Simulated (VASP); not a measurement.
# Sb (P4/mmm) in VASP: further runs

Runs on Sb. Level: r2SCAN. Tasks: single point.

Program: VASP 6.6.1. These are calculated values, not measurements. Logs are shortened: lines on timing, memory, paths and dates and some standing lists are left out, and cuts for length are marked.

## Step 1: The cell of the first run

The structure is tetragonal, space group P4/mmm (No. 123). The conventional cell has a = 3.149 Å, b = 3.149 Å, c = 3.050 Å, α = 90.00°, β = 90.00°, γ = 90.00°. Within 4.0 Å of Sb (site symmetry 4/mmm) lie 6 Sb at 3.05 to 3.15 Å.

## Step 2: Single point, r2SCAN (biaxial strain in the a-b plane: +2.0 %)

The input, POSCAR:

```
Sb
1.0
    3.1492830155      0.0000000000      0.0000000000
    0.0000000000      3.1492830155      0.0000000000
    0.0000000000      0.0000000000      3.0504819797
Sb
1
Direct
    0.0000000000      0.0000000000      0.0000000000
```

The input, INCAR.step1:

```
ALGO     = Normal         # electronic algorithm
EDIFF    = 1E-5           # SCF threshold, eV
ENCUT    = 550            # plane-wave cutoff, eV
GGA      = PE             # functional
GGA_COMPAT= F            
ISMEAR   = 0              # smearing method
LASPH    = T              # aspherical terms in the spheres
LCHARG   = F              # write CHGCAR
LREAL    = F              # projectors in reciprocal space
LWAVE    = T              # write WAVECAR
NBANDS   = 8              # bands
NELM     = 120            # most SCF steps
PREC     = Accurate       # precision mode
SIGMA    = 0.1            # smearing width, eV
```

The input, INCAR.step2:

```
ALGO     = Normal         # electronic algorithm
EDIFF    = 1E-6           # SCF threshold, eV
ENCUT    = 550            # plane-wave cutoff, eV
GGA_COMPAT= F            
ISIF     = 2              # what is computed and relaxed
ISMEAR   = 0              # smearing method
ISTART   = 1            
LASPH    = T              # aspherical terms in the spheres
LCHARG   = T              # write CHGCAR
LELF     = T              # ELF
LMIXTAU  = T            
LREAL    = F              # projectors in reciprocal space
LVHAR    = T            
LWAVE    = F              # write WAVECAR
METAGGA  = R2SCAN         # meta-GGA
NBANDS   = 8              # bands
NELM     = 120            # most SCF steps
PREC     = Accurate       # precision mode
SIGMA    = 0.1            # smearing width, eV
```

The input, KPOINTS:

```
k-points
0
Gamma
  16 16 16
```

Potentials or basis: VASP PAW PBE potentials, release 64 (Sb).

Launch:

```bash
> cat potpaw_PBE.64/Sb/POTCAR > POTCAR
> cp INCAR.step1 INCAR
> mpirun -np 1 vasp_std > vasp.out
> cp INCAR.step2 INCAR
> mpirun -np 1 vasp_std > vasp.out
```

OUTCAR:

```text
EDIFF = 1E-6
   ENCUT = 550
   ISIF = 2
   ISMEAR = 0
   ISTART = 1
   LASPH = T
   LREAL = F
   METAGGA = R2SCAN
   NELM = 120
   PREC = Accurate

 ion  position               nearest neighbor table
   1  0.000  0.000  0.000-

  LATTYP: Found a simple tetragonal cell.
 ALAT       =     3.1492830155
 C/A-ratio  =     0.9686274510

  Lattice vectors:

 A1 = (   3.1492830155,   0.0000000000,   0.0000000000)
 A2 = (   0.0000000000,   3.1492830155,   0.0000000000)
 A3 = (   0.0000000000,   0.0000000000,   3.0504819797)

Analysis of symmetry for initial positions (statically):
=====================================================================
 Subroutine PRICEL returns:
 Original cell was already a primitive cell.

 Routine SETGRP: Setting up the symmetry group for a
 simple tetragonal supercell.

 Subroutine GETGRP returns: Found 16 space group operations
 (whereof 16 operations were pure point group operations)
 out of a pool of 16 trial point group operations.

The static configuration has the point symmetry D_4h.

Analysis of symmetry for dynamics (positions and initial velocities):
=====================================================================
 Subroutine PRICEL returns:
 Original cell was already a primitive cell.

 Routine SETGRP: Setting up the symmetry group for a
 simple tetragonal supercell.

 Subroutine GETGRP returns: Found 16 space group operations
 (whereof 16 operations were pure point group operations)
 out of a pool of 16 trial point group operations.

The dynamic configuration has the point symmetry D_4h.

 Subroutine INISYM returns: Found 16 space group operations
 (whereof 16 operations are pure point group operations),
 and found     1 'primitive' translations

----------------------------------------------------------------------------------------

                                     Primitive cell

  volume of cell :      30.2546

  direct lattice vectors                    reciprocal lattice vectors
     3.149283016  0.000000000  0.000000000     0.317532592  0.000000000  0.000000000
     0.000000000  3.149283016  0.000000000     0.000000000  0.317532592  0.000000000
     0.000000000  0.000000000  3.050481980     0.000000000  0.000000000  0.327817049

  length of vectors
     3.149283016  3.149283016  3.050481980     0.317532592  0.317532592  0.327817049

  position of ions in fractional coordinates (direct lattice)
     0.000000000  0.000000000  0.000000000

  ion indices of the primitive-cell ions
   primitive index   ion index
                 1           1

----------------------------------------------------------------------------------------

 KPOINTS: k-points

Automatic generation of k-mesh.
 Grid dimensions read from file:
 generate k-points for:   16   16   16

 Generating k-lattice:

  Cartesian coordinates                     Fractional coordinates (reciprocal lattice)
     0.019845787  0.000000000  0.000000000     0.062500000  0.000000000  0.000000000
     0.000000000  0.019845787  0.000000000     0.000000000  0.062500000  0.000000000
     0.000000000  0.000000000  0.020488566     0.000000000  0.000000000  0.062500000

  Length of vectors
     0.019845787  0.019845787  0.020488566

  Shift w.r.t. Gamma in fractional coordinates (k-lattice)
     0.000000000  0.000000000  0.000000000

 Subroutine IBZKPT returns following result:
 ===========================================

 Found    405 irreducible k-points:

 Following reciprocal coordinates:
            Coordinates               Weight
  0.000000  0.000000  0.000000      1.000000
  0.062500  0.000000  0.000000      4.000000
  0.125000  0.000000  0.000000      4.000000
  0.187500  0.000000  0.000000      4.000000
  0.250000  0.000000  0.000000      4.000000
  0.312500  0.000000  0.000000      4.000000
[... 16 lines left out ...]
  0.437500  0.125000  0.000000      8.000000
  0.500000  0.125000  0.000000      4.000000
 [... further k-points ...]
   k-points           NKPTS =    405   k-points in BZ     NKDIM =    405   number of bands    NBANDS=      8
   number of dos      NEDOS =    301   number of ions     NIONS =      1
   total plane-waves  NPLWV =  13824
   dimension x,y,z NGX =    24 NGY =   24 NGZ =   24
   dimension x,y,z NGXF=    48 NGYF=   48 NGZF=   48
   ions per type =               1
   NGX,Y,Z   is equivalent  to a cutoff of  12.67, 12.67, 13.08 a.u.
   NGXF,Y,Z  is equivalent  to a cutoff of  25.34, 25.34, 26.16 a.u.
 SYSTEM =  unknown system
   PREC   = accura    normal or accurate (medium, high low for compatibility)
   ISTART =      1    job   : 0-new  1-cont  2-samecut
   ICHARG =      0    charge: 1-file 2-atom 10-const
   ISPIN  =      1    spin polarized calculation?
   LNONCOLLINEAR =      F non collinear calculations
   LSORBIT =      F    spin-orbit coupling
   LASPH  =      T    aspherical Exc in radial PAW
   ENCUT  =  550.0 eV  40.42 Ry    6.36 a.u.   6.02  6.02  5.83*2*pi/ulx,y,z
   NELM   =    120;   NELMIN=  2; NELMDL=  0     # of ELM steps
   EDIFF  = 0.1E-05   stopping-criterion for ELM
   LREAL  =      F    real-space projection
   EDIFFG = 0.1E-04   stopping-criterion for IOM
   NSW    =      0    number of steps for IOM
   IBRION =     -1    ionic relax: 0-MD 1-quasi-New 2-CG
   NFREE  =      0    steps in history (QN), initial steepest desc. (CG)
   ISIF   =      2    stress and relaxation
   ISYM   =      2    0-nonsym 1-usesym 2-fastsym
   POTIM  = 0.5000    time-step for ionic-motion
   TEBEG  =    0.0;   TEEND  =   0.0 temperature during run
   PSTRESS=    0.0 pullay stress
   NELECT =       5.0000    total number of electrons
   NUPDOWN=      -1.0000    fix difference up-down
   EMIN   =  10.00;   EMAX   =-10.00  energy-range for DOS
   EFERMI =   0.00;   METHOD = LEGACY
   ISMEAR =     0;   SIGMA  =   0.10  broadening in eV -4-tet -1-fermi 0-gaus
   EFERMI_NEDOS =   21; number of points for ismear=-14 and -15
   IALGO  =     38    algorithm
   IMIX   =      4    mixing-type and parameters
     AMIX     =   0.40;   BMIX     =  1.00
     AMIX_MAG =   1.60;   BMIX_MAG =  1.00
  volume/ion in A,a.u.               =      30.25       204.17
  Fermi-wavevector in a.u.,A,eV,Ry     =   0.898395  1.697721 10.981458  0.807114
  Thomas-Fermi vector in A             =   2.021099
   LORBIT       =      0    0 simple, 1 ext, 2 COOP (PROOUT), +10 PAW based schemes
   METAGGA = R2SCAN    functional components
   LHFCALC =     F    Hartree Fock is set to
   AEXX    =    0.0000 exact exchange contribution
   IVDW    =     0    specifies the selected vdW correction
   LEPSILON=     F    determine dielectric tensor
   LRPA    =     F    only Hartree local field effects (RPA)
 non-spin polarized calculation
 Gauss-broadening in eV      SIGMA  =   0.10
  energy-cutoff  :      550.00
  volume of cell :       30.25
 maximum number of plane-waves:       906
   NGX = 13   NGY = 13   NGZ = 11

 number of electron       5.0000000 magnetization

 Free energy of the ion-electron system (eV)
  ---------------------------------------------------
  ext. energy  EPLUGINS =         0.00000000
  ---------------------------------------------------
  free energy    TOTEN  =       -25.63014278 eV

  energy without entropy =      -25.62802299  energy(sigma->0) =      -25.62908288

 E-fermi :   6.8882     XC(G=0): -10.0458

 val. band max:        6.8744758041   @ k =   0.3750   0.2500   0.1875
 cond. band min:       6.8957792788   @ k =   0.5000   0.2500   0.0625
 fundamental gap:      0.0213034747
 Fermi energy:         6.8881547657

 k-point     1 :       0.0000    0.0000    0.0000
  band No.  band energies     occupation
      1      -5.9932      2.00000
      2       9.9651      0.00000
      3       9.9651      0.00000
      4      10.9223      0.00000
      5      13.9070      0.00000
      6      14.2003      0.00000
      7      16.0615      0.00000
      8      24.9435      0.00000

 k-point     2 :       0.0625    0.0000    0.0000
  band No.  band energies     occupation
      1      -5.9363      2.00000
      2       9.2262      0.00000
      3      10.0205      0.00000
      4      10.9783      0.00000
      5      14.1059      0.00000
      6      14.6919      0.00000
      7      16.2851      0.00000
      8      24.3638      0.00000

 k-point     3 :       0.1250    0.0000    0.0000
  band No.  band energies     occupation
      1      -5.7671      2.00000
      2       7.7733      0.00000
      3      10.1835      0.00000
      4      11.1431      0.00000
      5      14.2635      0.00000
      6      15.4872      0.00000
      7      17.3036      0.00000
      8      23.3039      0.00000

 k-point     4 :       0.1875    0.0000    0.0000
  band No.  band energies     occupation
      1      -5.4903      2.00000
      2       6.2143      2.00000
      3      10.4436      0.00000
      4      11.4062      0.00000
      5      14.4918      0.00000
      6      15.9221      0.00000
      7      19.0297      0.00000
      8      22.1785      0.00000

 k-point     5 :       0.2500    0.0000    0.0000
  band No.  band energies     occupation
      1      -5.1162      2.00000
      2       4.7224      2.00000
      3      10.7811      0.00000
      4      11.7477      0.00000
      5      14.7998      0.00000
      6      16.3206      0.00000
      7      20.8062      0.00000
      8      21.0936      0.00000
[... 177 lines left out ...]
 k-point    22 :       0.3750    0.1250    0.0000
  band No.  band energies     occupation
      1      -3.9613      2.00000
      2       2.4556      2.00000
      3       9.4229      0.00000
      4      12.7371      0.00000
      5      15.9496      0.00000
      6      16.8453      0.00000
      7      19.0904      0.00000
      8      20.2860      0.00000

 k-point    23 :       0.4375    0.1250    0.0000
  band No.  band energies     occupation
      1      -3.5552      2.00000
      2       1.6526      2.00000
      3       9.7464      0.00000
      4      13.0262      0.00000
      5      15.3855      0.00000
      6      17.2258      0.00000
      7      19.3782      0.00000
      8      19.7485      0.00000

 k-point    24 :       0.5000    0.1250    0.0000
  band No.  band energies     occupation
      1      -3.3853      2.00000
      2       1.3498      2.00000
      3       9.8745      0.00000
      4      13.1369      0.00000
      5      15.1696      0.00000
      6      17.4079      0.00000
      7      19.4308      0.00000
      8      19.5545      0.00000

 [... further k-points ...]

------------------------ aborting loop because EDIFF is reached ----------------------------------------

  FORCE on cell =-STRESS in cart. coord.  units (eV):
  Direction    XX          YY          ZZ          XY          YZ          ZX
  --------------------------------------------------------------------------------------
  -------------------------------------------------------------------------------------
  Total       -0.4914952     -0.4914952      0.0890820      0.0000000      0.0000000      0.0000000
  in kB      -26.0278314    -26.0278314      4.7174648      0.0000000      0.0000000      0.0000000
  external PRESSURE =     -15.7793993 kB  Pullay stress =       0.0000000 kB

 VOLUME and BASIS-vectors are now :
 -----------------------------------------------------------------------------
  energy-cutoff  :      550.00
  volume of cell :       30.25
      direct lattice vectors                 reciprocal lattice vectors
     3.149283016  0.000000000  0.000000000     0.317532592  0.000000000  0.000000000
     0.000000000  3.149283016  0.000000000     0.000000000  0.317532592  0.000000000
     0.000000000  0.000000000  3.050481980     0.000000000  0.000000000  0.327817049

 POSITION                                       TOTAL-FORCE (eV/Angst)
 -----------------------------------------------------------------------------------
      0.00000      0.00000      0.00000         0.000000      0.000000      0.000000
 -----------------------------------------------------------------------------------
    total drift:                               -0.000000      0.000000      0.000000

  FREE ENERGIE OF THE ION-ELECTRON SYSTEM (eV)
  ---------------------------------------------------
  free  energy   TOTEN  =       -25.6301427830 eV

  energy  without entropy=      -25.6280229861  energy(sigma->0) =      -25.62908288
```

Run time: 76 s. Hardware: 1 thread of Intel Xeon 6975P-C (Granite Rapids), shared host; peak memory 0.22 GiB.

What came out:

```
Free energy : -25.6301 eV
Pressure    : -1.6 GPa
```

Stress tensor (GPa, compression positive):
```
-2.60  0.00  0.00
 0.00 -2.60  0.00
 0.00  0.00  0.47
```

Levels at points of the mesh, in eV from the Fermi level:
| k point | band 1 | band 2 | band 3 | band 4 | band 5 | band 6 | band 7 |
| --- | --- | --- | --- | --- | --- | --- | --- |
| (0.00, 0.00, 0.00) | -12.88 | 3.08 | 3.08 | 4.03 | 7.02 | 7.31 | 9.17 |
| (0.50, 0.00, 0.00) | -10.50 | -5.75 | 5.04 | 6.02 | 9.23 | 11.33 | 11.67 |
| (0.50, 0.50, 0.00) | -7.96 | -3.79 | -3.79 | 2.48 | 8.06 | 13.55 | 14.28 |
| (0.00, 0.00, 0.50) | -10.07 | -5.84 | 5.40 | 5.40 | 9.31 | 10.98 | 11.66 |
| (0.50, 0.00, 0.50) | -7.48 | -3.93 | -3.48 | 2.55 | 7.42 | 13.29 | 13.49 |
| (0.50, 0.50, 0.50) | -4.55 | -2.12 | -1.62 | -1.62 | 5.11 | 5.11 | 5.37 |

Caveat: the cell differs from its parent crystal (biaxial strain in the a-b plane: +2.0 %); the PAW data sets were made with another functional, which shifts forces and pressure a little; spin-orbit coupling is left out, which moves the levels of the heavy elements.

(Continued in part 2 of 2.)
